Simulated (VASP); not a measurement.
C: single point with PBE

The system is C.

```
CELL_PARAMETERS angstrom
0.00000 1.78580 1.78580
1.78580 0.00000 1.78580
1.78580 1.78580 0.00000
ATOMIC_POSITIONS crystal
C 0.00000 0.00000 0.00000
C 0.25000 0.25000 0.25000
```

```
Program             : VASP 6.6.1
Task                : single point
Functional          : PBE
Potentials or basis : VASP PAW PBE potentials, release 64 (C)
Cutoff              : 600 eV
k mesh              : 8 × 8 × 8
Occupations         : gaussian, width 0.01 eV
Spin                : no spin polarisation
```

| Item | Value |
| --- | --- |
| Pressure | 0.0 GPa |
| Band gap on the k mesh | 4.12 eV, indirect (least direct gap 5.58 eV) |

Levels at points of the mesh, in eV from the valence-band top:
```csv
k point,band 1,band 2,band 3,band 4,band 5,band 6,band 7,band 8,band 9
"(0.00, 0.00, 0.00)",-21.42,0.00,0.00,0.00,5.58,5.58,5.58,13.24,19.24
"(0.50, 0.00, 0.00)",-15.67,-13.33,-2.79,-2.79,8.44,8.44,8.79,15.66,21.83
"(0.50, 0.50, 0.00)",-12.74,-12.74,-6.27,-6.27,4.75,4.75,16.74,16.74,23.15
```

Wall time 4.3 s on 1 thread of Intel Xeon 8259CL (shared host), peak memory 0.12 GiB.

A k mesh can miss the band edges.
